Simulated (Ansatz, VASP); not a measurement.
# Two plane-wave programs on ZnO

```xyz
4
Lattice="3.2547 0.0000 0.0000 -1.6274 2.8187 0.0000 0.0000 0.0000 5.2564" Properties=species:S:1:pos:R:3 pbc="T T T"
Zn    0.0000    1.8791    0.0085
Zn    1.6274    0.9396    2.6367
O     0.0000    1.8791    2.0000
O     1.6274    0.9396    4.6282
```

Alike in both runs: functional PBE; dispersion D3(BJ); k mesh 12 × 12 × 6; occupations gaussian, width 0.02 eV; no spin polarisation.

Ansatz relaxed the structure, and its values are those at the end. VASP's run is a single point on that final structure, the one shown.

```csv
,VASP,Ansatz
version,VASP 6.6.1,Ansatz 0.2.0
potentials or method,"VASP PAW PBE potentials, release 64 (Zn, O), cutoff 520 eV","scalar-relativistic, plane waves, PAW"
valence electrons in the cell,36,36
```

Ansatz gave:

```
gap on the k mesh at the Fermi level (eV) : 0.78
least direct gap on the mesh (eV)         : 0.78
pressure (GPa)                            : 0.0
```

What did VASP give for the same quantities?

gap on the k mesh at the Fermi level (eV): 0.76; least direct gap on the mesh (eV): 0.76; pressure (GPa): 1.0.
